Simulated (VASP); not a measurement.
**Nb2B3C: single point with PBE**

Crystal: Nb2B3C.

```xyz
6
Lattice="2.8368 0.0000 0.0000 0.0000 2.8368 0.0000 0.0000 0.0000 10.5562" Properties=species:S:1:pos:R:3 pbc="T T T"
Nb    1.4184    1.4184    9.1643
Nb    1.4184    1.4184    1.3919
B     0.0000    0.0000    7.0174
B     0.0000    0.0000    3.5388
B     1.4184    1.4184    5.2781
C     0.0000    0.0000    0.0000
```

The cell was built from a structure type or drawn by symmetry, and may not be a known phase.

- Program: VASP 6.6.1
- Task: single point
- Functional: PBE
- Potentials or basis: VASP PAW PBE potentials, release 64 (Nb_sv, B, C)
- Cutoff: 520 eV
- k mesh: 6 × 6 × 2
- Occupations: gaussian, width 0.1 eV
- Spin: no spin polarisation
- Dipole correction: no
- Further INCAR settings: ALGO = Normal; EDIFF = 1e-07; NBANDS = 28

| Property | Result |
| --- | --- |
| Pressure | -27.4 GPa |
| Largest force | 0.608 eV/Å |
| Band gap on the k mesh | zero (an odd number of electrons rules out a gap without spin polarisation) |

Forces in eV/Å, atoms in the order of the input:
```
Nb   0.000  0.000  0.258
Nb   0.000  0.000 -0.258
B    0.000  0.000  0.608
B    0.000  0.000 -0.608
B    0.000  0.000  0.000
C    0.000  0.000  0.000
```

Stress tensor (GPa, compression positive):
```
-23.67   0.00   0.00
  0.00 -23.67   0.00
  0.00   0.00 -34.72
```

Levels at points of the mesh, in eV from the Fermi level:
| k point | band 15 | band 16 | band 17 | band 18 | band 19 | band 20 | band 21 | band 22 | band 23 | band 24 |
| --- | --- | --- | --- | --- | --- | --- | --- | --- | --- | --- |
| (0.00, 0.00, 0.00) | -2.44 | -2.23 | -1.34 | -1.03 | -1.03 | 2.56 | 2.64 | 2.64 | 2.80 | 2.80 |
| (0.50, 0.00, 0.00) | -3.01 | -2.30 | -1.69 | -1.46 | -1.05 | -0.37 | -0.37 | 1.33 | 1.97 | 2.35 |
| (0.50, 0.50, 0.00) | -2.44 | -2.44 | -1.76 | -1.60 | -1.60 | -0.25 | -0.24 | 1.30 | 1.30 | 1.44 |
| (0.00, 0.00, 0.50) | -2.78 | -2.23 | -1.58 | -1.03 | -1.03 | 2.34 | 2.34 | 2.94 | 3.30 | 3.58 |
| (0.50, 0.00, 0.50) | -3.01 | -2.24 | -2.02 | -1.37 | -1.05 | -0.55 | -0.29 | 1.33 | 1.97 | 2.59 |
| (0.50, 0.50, 0.50) | -2.65 | -2.44 | -2.35 | -0.92 | -0.92 | -0.43 | 0.04 | 0.04 | 0.62 | 1.46 |

Run time: 44 s on 1 thread of AMD EPYC 7R13 Processor (Zen 3), on a shared host, peak memory 0.19 GiB.

Caveat: the k points lie up to 0.37 Å⁻¹ apart, too coarse for converged energies and pressures of a metal.
